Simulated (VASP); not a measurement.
# MgF2 (P4_2/mnm) in VASP: single point with PBEsol

Aim: the single point of MgF2 with PBEsol.

Everything below comes from runs of VASP 6.6.1. Logs are shortened: lines on timing, memory, paths and dates and some standing lists are left out, and cuts for length are marked.

### Step 1. The cell of the first run

Symmetry: P4_2/mnm, No. 136, tetragonal system. The conventional cell has a = 4.639 Å, b = 4.639 Å, c = 3.062 Å, α = 90.00°, β = 90.00°, γ = 90.00°. Within 2.6 Å of Mg (site symmetry mmm) lie 6 F at 1.99 to 2.00 Å. F (site symmetry m2m) has 3 Mg at 1.99 to 2.00 Å and 1 F at 2.58 Å within 2.6 Å.

### Step 2. Single point, PBEsol

Contents of POSCAR:

```
MgF2
1.0
    4.6387877434      0.0000000000      0.0000000000
    0.0000000000      4.6387877434      0.0000000000
    0.0000000000      0.0000000000      3.0621929218
Mg F
2 4
Direct
    0.0000000000      0.0000000000      0.0000000000
    0.5000000000      0.5000000000      0.5000000000
    0.3033761532      0.3033761532      0.0000000000
    0.1966238468      0.8033761532      0.5000000000
    0.6966238468      0.6966238468      0.0000000000
    0.8033761532      0.1966238468      0.5000000000
```

Contents of INCAR.step1:

```
ALGO = Normal ; EDIFF = 1E-6
ENCUT = 520 ; GGA = PS
GGA_COMPAT = False ; ISIF = 2
ISMEAR = 0 ; LASPH = True
LCHARG = True ; LORBIT = 11
LREAL = False ; LWAVE = False
NBANDS = 25 ; NEDOS = 2001
NELM = 120 ; PREC = Accurate
SIGMA = 0.02
```

Contents of KPOINTS.step1:

```
k-points
0
Gamma
  6 6 8
```

Contents of INCAR.step2:

```
ALGO = Normal ; EDIFF = 1E-6
ENCUT = 520 ; GGA = PS
GGA_COMPAT = False ; ICHARG = 11
ISIF = 2 ; ISMEAR = -5
LASPH = True ; LCHARG = False
LORBIT = 11 ; LREAL = False
LWAVE = False ; NEDOS = 2001
NELM = 120 ; PREC = Accurate
SIGMA = 0.02
```

Contents of KPOINTS.step2:

```
k-points
0
Gamma
  9 9 12
```

Potentials or basis: VASP PAW PBE potentials, release 64 (Mg, F).

The run is started by

```sh
> cat potpaw_PBE.64/Mg/POTCAR potpaw_PBE.64/F/POTCAR > POTCAR
> cp INCAR.step1 INCAR
> cp KPOINTS.step1 KPOINTS
> mpirun -np 1 vasp_std > vasp.out
> cp INCAR.step2 INCAR
> cp KPOINTS.step2 KPOINTS
> mpirun -np 1 vasp_std > vasp.out
```

OUTCAR:

```text
EDIFF = 1E-6
   ENCUT = 520
   GGA = PS
   ICHARG = 11
   ISIF = 2
   ISMEAR = -5
   LASPH = True
   LORBIT = 11
   LREAL = False
   NELM = 120
   PREC = Accurate

 ion  position               nearest neighbor table
   1  0.000  0.000  0.000-   3 1.99   5 1.99   4 2.00   6 2.00   4 2.00   6 2.00   2 3.62   2 3.62
                             2 3.62   2 3.62   2 3.62   2 3.62   2 3.62   2 3.62
   2  0.500  0.500  0.500-   4 1.99   6 1.99   5 2.00   3 2.00   3 2.00   5 2.00   1 3.62   1 3.62
                             1 3.62   1 3.62   1 3.62   1 3.62   1 3.62   1 3.62
   3  0.303  0.303  0.000-   1 1.99   2 2.00   2 2.00
   4  0.197  0.803  0.500-   2 1.99   1 2.00   1 2.00
   5  0.697  0.697  0.000-   1 1.99   2 2.00   2 2.00
   6  0.803  0.197  0.500-   2 1.99   1 2.00   1 2.00

  LATTYP: Found a simple tetragonal cell.
 ALAT       =     4.6387877434
 C/A-ratio  =     0.6601278375

  Lattice vectors:

 A1 = (   4.6387877434,   0.0000000000,   0.0000000000)
 A2 = (   0.0000000000,   4.6387877434,   0.0000000000)
 A3 = (   0.0000000000,   0.0000000000,   3.0621929218)

Analysis of symmetry for initial positions (statically):
=====================================================================
 Subroutine PRICEL returns:
 Original cell was already a primitive cell.

 Routine SETGRP: Setting up the symmetry group for a
 simple tetragonal supercell.

 Subroutine GETGRP returns: Found 16 space group operations
 (whereof  8 operations were pure point group operations)
 out of a pool of 16 trial point group operations.

The static configuration has the point symmetry D_2h.
 The point group associated with its full space group is D_4h.

Analysis of symmetry for dynamics (positions and initial velocities):
=====================================================================
 Subroutine PRICEL returns:
 Original cell was already a primitive cell.

 Routine SETGRP: Setting up the symmetry group for a
 simple tetragonal supercell.

 Subroutine GETGRP returns: Found 16 space group operations
 (whereof  8 operations were pure point group operations)
 out of a pool of 16 trial point group operations.

The dynamic configuration has the point symmetry D_2h.
 The point group associated with its full space group is D_4h.

 Subroutine INISYM returns: Found 16 space group operations
 (whereof  8 operations are pure point group operations),
 and found     1 'primitive' translations

----------------------------------------------------------------------------------------

                                     Primitive cell

  volume of cell :      65.8933

  direct lattice vectors                    reciprocal lattice vectors
     4.638787743  0.000000000  0.000000000     0.215573563  0.000000000  0.000000000
     0.000000000  4.638787743  0.000000000     0.000000000  0.215573563  0.000000000
     0.000000000  0.000000000  3.062192922     0.000000000  0.000000000  0.326563357

  length of vectors
     4.638787743  4.638787743  3.062192922     0.215573563  0.215573563  0.326563357

  position of ions in fractional coordinates (direct lattice)
     0.000000000  0.000000000  0.000000000
     0.500000000  0.500000000  0.500000000
     0.303376153  0.303376153  0.000000000
     0.196623847  0.803376153  0.500000000
     0.696623847  0.696623847  0.000000000
     0.803376153  0.196623847  0.500000000

  ion indices of the primitive-cell ions
   primitive index   ion index
                 1           1
                 2           2
                 3           3
                 4           4
                 5           5
                 6           6

----------------------------------------------------------------------------------------

 KPOINTS: k-points

Automatic generation of k-mesh.
 Grid dimensions read from file:
 generate k-points for:    9    9   12

 Generating k-lattice:

  Cartesian coordinates                     Fractional coordinates (reciprocal lattice)
     0.023952618  0.000000000  0.000000000     0.111111111  0.000000000  0.000000000
     0.000000000  0.023952618  0.000000000     0.000000000  0.111111111  0.000000000
     0.000000000  0.000000000  0.027213613     0.000000000  0.000000000  0.083333333

  Length of vectors
     0.023952618  0.023952618  0.027213613

  Shift w.r.t. Gamma in fractional coordinates (k-lattice)
     0.000000000  0.000000000  0.000000000

 TETIRR: Found   1446 inequivalent tetrahedra from     5832

 Subroutine IBZKPT returns following result:
 ===========================================

 Found    105 irreducible k-points:

 Following reciprocal coordinates:
            Coordinates               Weight
  0.000000  0.000000  0.000000      1.000000
  0.111111  0.000000  0.000000      4.000000
  0.222222  0.000000  0.000000      4.000000
  0.333333  0.000000  0.000000      4.000000
  0.444444  0.000000  0.000000      4.000000
  0.111111  0.111111  0.000000      4.000000
[... 16 lines left out ...]
  0.333333  0.111111  0.083333     16.000000
  0.444444  0.111111  0.083333     16.000000
 [... further k-points ...]
   k-points           NKPTS =    105   k-points in BZ     NKDIM =    105   number of bands    NBANDS=     20
   number of dos      NEDOS =   2001   number of ions     NIONS =      6
   total plane-waves  NPLWV =  31104
   dimension x,y,z NGX =    36 NGY =   36 NGZ =   24
   dimension x,y,z NGXF=    72 NGYF=   72 NGZF=   48
   ions per type =               2   4
   NGX,Y,Z   is equivalent  to a cutoff of  12.90, 12.90, 13.03 a.u.
   NGXF,Y,Z  is equivalent  to a cutoff of  25.80, 25.80, 26.06 a.u.
 SYSTEM =  unknown system
   PREC   = accura    normal or accurate (medium, high low for compatibility)
   ISTART =      0    job   : 0-new  1-cont  2-samecut
   ICHARG =     11    charge: 1-file 2-atom 10-const
   ISPIN  =      1    spin polarized calculation?
   LNONCOLLINEAR =      F non collinear calculations
   LSORBIT =      F    spin-orbit coupling
   LASPH  =      T    aspherical Exc in radial PAW
   ENCUT  =  520.0 eV  38.22 Ry    6.18 a.u.   8.63  8.63  5.69*2*pi/ulx,y,z
   NELM   =    120;   NELMIN=  2; NELMDL=  0     # of ELM steps
   EDIFF  = 0.1E-05   stopping-criterion for ELM
   LREAL  =      F    real-space projection
   EDIFFG = 0.1E-04   stopping-criterion for IOM
   NSW    =      0    number of steps for IOM
   IBRION =     -1    ionic relax: 0-MD 1-quasi-New 2-CG
   NFREE  =      0    steps in history (QN), initial steepest desc. (CG)
   ISIF   =      2    stress and relaxation
   ISYM   =      2    0-nonsym 1-usesym 2-fastsym
   POTIM  = 0.5000    time-step for ionic-motion
   TEBEG  =    0.0;   TEEND  =   0.0 temperature during run
   PSTRESS=    0.0 pullay stress
   NELECT =      32.0000    total number of electrons
   NUPDOWN=      -1.0000    fix difference up-down
   EMIN   =  10.00;   EMAX   =-10.00  energy-range for DOS
   EFERMI =   0.00;   METHOD = LEGACY
   ISMEAR =    -5;   SIGMA  =   0.02  broadening in eV -4-tet -1-fermi 0-gaus
   EFERMI_NEDOS =   21; number of points for ismear=-14 and -15
   IALGO  =     38    algorithm
   IMIX   =      4    mixing-type and parameters
     AMIX     =   0.40;   BMIX     =  1.00
     AMIX_MAG =   1.60;   BMIX_MAG =  1.00
  volume/ion in A,a.u.               =      10.98        74.11
  Fermi-wavevector in a.u.,A,eV,Ry     =   1.286800  2.431699 22.529257  1.655854
  Thomas-Fermi vector in A             =   2.418852
   LORBIT       =     11    0 simple, 1 ext, 2 COOP (PROOUT), +10 PAW based schemes
   GGA     = PS    functional components
   LHFCALC =     F    Hartree Fock is set to
   AEXX    =    0.0000 exact exchange contribution
   IVDW    =     0    specifies the selected vdW correction
   LEPSILON=     F    determine dielectric tensor
   LRPA    =     F    only Hartree local field effects (RPA)
 non-spin polarized calculation
 Fermi weights with tetrahedron method with Bloechl corrections
  energy-cutoff  :      520.00
  volume of cell :       65.89
 maximum number of plane-waves:      1827
 NGX is ok and might be reduce to    36

 number of electron      32.0000032 magnetization

 Free energy of the ion-electron system (eV)
  ---------------------------------------------------
  ext. energy  EPLUGINS =         0.00000000
  ---------------------------------------------------
  free energy    TOTEN  =       -32.59989703 eV

  energy without entropy =      -32.59989703  energy(sigma->0) =      -32.59989703

 E-fermi :  -1.3573     XC(G=0):  -9.9437

 val. band max:       -1.3593888991   @ k =   0.0000   0.0000   0.0000
 cond. band min:       5.5024051918   @ k =   0.0000   0.0000   0.0000
 fundamental gap:      6.8617940909
 Fermi energy:        -1.3573442847

 k-point     1 :       0.0000    0.0000    0.0000
  band No.  band energies     occupation
      1     -21.9751      2.00000
      2     -21.1666      2.00000
      3     -21.1666      2.00000
      4     -21.0786      2.00000
      5      -5.4545      2.00000
      6      -3.8595      2.00000
[... 12 lines left out ...]
     19      10.6218      0.00000
     20      12.1098      0.00000

 k-point     2 :       0.1111    0.0000    0.0000
  band No.  band energies     occupation
      1     -21.9545      2.00000
      2     -21.2118      2.00000
      3     -21.1607      2.00000
      4     -21.0613      2.00000
      5      -5.4079      2.00000
      6      -3.8484      2.00000
[... 12 lines left out ...]
     19      10.7017      0.00000
     20      12.1692      0.00000

 k-point     3 :       0.2222    0.0000    0.0000
  band No.  band energies     occupation
      1     -21.8961      2.00000
      2     -21.3071      2.00000
      3     -21.1449      2.00000
      4     -21.0479      2.00000
      5      -5.2760      2.00000
      6      -3.9656      2.00000
[... 12 lines left out ...]
     19      10.9321      0.00000
     20      12.2488      0.00000

 k-point     4 :       0.3333    0.0000    0.0000
  band No.  band energies     occupation
      1     -21.8045      2.00000
      2     -21.4269      2.00000
      3     -21.1212      2.00000
      4     -21.0514      2.00000
      5      -5.0784      2.00000
      6      -4.2716      2.00000
[... 12 lines left out ...]
     19      11.2820      0.00000
     20      12.2286      0.00000

 k-point     5 :       0.4444    0.0000    0.0000
  band No.  band energies     occupation
      1     -21.6882      2.00000
      2     -21.5581      2.00000
      3     -21.0941      2.00000
      4     -21.0689      2.00000
      5      -4.8368      2.00000
      6      -4.5651      2.00000
[... 12 lines left out ...]
     19      11.6848      0.00000
     20      12.0347      0.00000
[... 353 lines left out ...]
      6      -3.8059      2.00000
[... 12 lines left out ...]
     19      10.6268      0.00000
     20      12.3335      0.00000

 k-point    22 :       0.2222    0.1111    0.0833
  band No.  band energies     occupation
      1     -21.8554      2.00000
      2     -21.3026      2.00000
      3     -21.1591      2.00000
      4     -21.0496      2.00000
      5      -5.1964      2.00000
      6      -3.9968      2.00000
[... 12 lines left out ...]
     19      10.8477      0.00000
     20      12.3990      0.00000

 k-point    23 :       0.3333    0.1111    0.0833
  band No.  band energies     occupation
      1     -21.7680      2.00000
      2     -21.4117      2.00000
      3     -21.1359      2.00000
      4     -21.0583      2.00000
      5      -5.0097      2.00000
      6      -4.2633      2.00000
[... 12 lines left out ...]
     19      11.1995      0.00000
     20      12.3158      0.00000

 k-point    24 :       0.4444    0.1111    0.0833
  band No.  band energies     occupation
      1     -21.6574      2.00000
      2     -21.5344      2.00000
      3     -21.1073      2.00000
      4     -21.0794      2.00000
      5      -4.7825      2.00000
      6      -4.5302      2.00000
[... 12 lines left out ...]
     19      11.6222      0.00000
     20      12.0310      0.00000

 [... further k-points ...]

------------------------ aborting loop because EDIFF is reached ----------------------------------------

  FORCE on cell =-STRESS in cart. coord.  units (eV):
  Direction    XX          YY          ZZ          XY          YZ          ZX
  --------------------------------------------------------------------------------------
  -------------------------------------------------------------------------------------
  Total       -0.3372290     -0.3372290     -0.3507262     -0.0000000      0.0000000      0.0000000
  in kB       -8.1996243     -8.1996243     -8.5278056     -0.0000000      0.0000000      0.0000000
  external PRESSURE =      -8.3090181 kB  Pullay stress =       0.0000000 kB

 VOLUME and BASIS-vectors are now :
 -----------------------------------------------------------------------------
  energy-cutoff  :      520.00
  volume of cell :       65.89
      direct lattice vectors                 reciprocal lattice vectors
     4.638787743  0.000000000  0.000000000     0.215573563  0.000000000  0.000000000
     0.000000000  4.638787743  0.000000000     0.000000000  0.215573563  0.000000000
     0.000000000  0.000000000  3.062192922     0.000000000  0.000000000  0.326563357

 POSITION                                       TOTAL-FORCE (eV/Angst)
 -----------------------------------------------------------------------------------
      0.00000      0.00000      0.00000         0.000000      0.000000     -0.000000
      2.31939      2.31939      1.53110         0.000000      0.000000     -0.000000
      1.40730      1.40730      0.00000         0.001380      0.001380      0.000000
      0.91210      3.72669      1.53110        -0.001380      0.001380      0.000000
      3.23149      3.23149      0.00000        -0.001380     -0.001380     -0.000000
      3.72669      0.91210      1.53110         0.001380     -0.001380     -0.000000
 -----------------------------------------------------------------------------------
    total drift:                                0.000000     -0.000000     -0.000000

  FREE ENERGIE OF THE ION-ELECTRON SYSTEM (eV)
  ---------------------------------------------------
  free  energy   TOTEN  =       -32.5998970319 eV

  energy  without entropy=      -32.5998970319  energy(sigma->0) =      -32.59989703

 total charge

# of ion       s       p       d       tot
------------------------------------------
    1        0.125   0.157   0.076   0.359
    2        0.125   0.157   0.076   0.359
    3        1.728   4.414   0.000   6.143
    4        1.728   4.414   0.000   6.143
    5        1.728   4.414   0.000   6.143
    6        1.728   4.414   0.000   6.143
--------------------------------------------------
tot          7.163  17.973   0.153  25.288
```

Run time: 69 s. Hardware: 1 thread of Intel Xeon Platinum 8559C (Emerald Rapids), shared host; peak memory 0.24 GiB.

What came out:

| Property | Result |
| --- | --- |
| Valence electrons inside the program's atomic spheres | Mg 0.36; F 6.14 |

Levels at points of the mesh, in eV from the valence-band top:
```tsv
k point	band 14	band 15	band 16	band 17	band 18	band 19
(0.00, 0.00, 0.00)	-0.32	-0.32	0.00	6.86	11.98	11.98
(0.00, 0.00, 0.50)	-1.15	-0.86	-0.86	11.59	11.59	14.67
```

Caveat: the PAW data sets were made with another functional, which shifts forces and pressure a little.
